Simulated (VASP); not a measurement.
Wanted: the native input for a VASP 6.6.1 run.

```yaml
Task: single point
Functional: PBE
Dispersion: D4
Potentials_or_basis: VASP PAW PBE potentials, release 64 (Hf_pv, N)
Cutoff: 520 eV
k_mesh: 11 × 11 × 11
Occupations: fermi-dirac, width 0.1 eV
Spin: no spin polarisation
Dipole_correction: no
Further_INCAR_settings: ALGO = Normal; EDIFF = 1e-06; NBANDS = 14
```

The structure of HfN lies in POSCAR:

```
HfN
1.0
    0.0000000000      2.2610587775      2.2610587775
    2.2610587775      0.0000000000      2.2610587775
    2.2610587775      2.2610587775      0.0000000000
Hf N
1 1
Direct
    0.0000000000      0.0000000000      0.0000000000
    0.5000000000      0.5000000000      0.5000000000
```

These files were run (other wordings do the same):

INCAR

```
SYSTEM = HfN
  PREC = Accurate
  ENCUT = 520
  EDIFF = 1E-6
  ISMEAR = -1
  SIGMA = 0.1
  LREAL = .False.
  LASPH = .True.
  NELM = 60
  ALGO = Normal
  ISIF = 2
  LWAVE = .False.
  LCHARG = .True.
  GGA = PE
  IVDW = 13
  LELF = .True.
  LVHAR = .True.
  NBANDS = 14
```

KPOINTS

```
Automatic mesh
0
Gamma
  11 11 11
  0 0 0
```

Potentials or basis: VASP PAW PBE potentials, release 64 (Hf_pv, N).

Command:

```console
$ cat potpaw_PBE.64/Hf_pv/POTCAR potpaw_PBE.64/N/POTCAR > POTCAR
$ mpirun -np 1 vasp_std > vasp.out
```

It gave:

| Property | Result |
| --- | --- |
| Pressure | -2.4 GPa |
| Dispersion energy per atom | -0.281 eV |

Caveat: pairwise dispersion overbinds metals, which lowers pressure and volume.

Wall time 6.4 s on 1 thread of Intel(R) Xeon(R) 6975P-C (Granite Rapids), on a shared host, peak memory 0.15 GiB.
